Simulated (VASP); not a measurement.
**MgO: single point with PBEsol**

The system is MgO.

```
Mg O
1.0
     3.26057    0.00000    0.00000
    -1.63028    2.82373    0.00000
     0.00000    0.00000    5.15235
Mg O
2 2
Direct
  0.33333 0.66667 0.05088
  0.66667 0.33333 0.55088
  0.33333 0.66667 0.40094
  0.66667 0.33333 0.90094
```

This cell differs from its parent crystal: c/a of the conventional cell at fixed volume 1.5802.

```yaml
Program: VASP 6.6.1
Task: single point
Functional: PBEsol
Potentials_or_basis: VASP PAW PBE potentials, release 64 (Mg, O)
Cutoff: 520 eV
k_mesh: 9 × 9 × 6
Occupations: gaussian, width 0.05 eV
Spin: no spin polarisation
```

The pressure is 4.1 GPa, the largest force is 2.434 eV/Å and the band gap on the k mesh is 3.57 eV, direct.

Forces on the atoms (eV/Å):
```
Mg   0.000  0.000 -2.434
Mg   0.000  0.000 -2.434
O    0.000  0.000  2.434
O    0.000  0.000  2.434
```

Stress tensor (GPa, compression positive):
```
-4.16  0.00  0.00
 0.00 -4.16  0.00
 0.00  0.00 20.54
```

Levels at points of the mesh, in eV from the valence-band top:
```csv
k point,band 5,band 6,band 7,band 8,band 9,band 10,band 11,band 12
"(0.00, 0.00, 0.00)",-0.23,-0.14,0.00,0.00,3.57,8.27,9.96,14.51
"(0.00, 0.00, 0.50)",-0.12,-0.12,-0.12,-0.12,5.85,5.85,12.94,12.94
```

Run time: 55 s on 1 thread of AMD EPYC 7R13, on a shared host, peak memory 0.15 GiB.

Caveat: the PAW data sets were made with another functional, which shifts forces and pressure a little. A k mesh can miss the band edges.
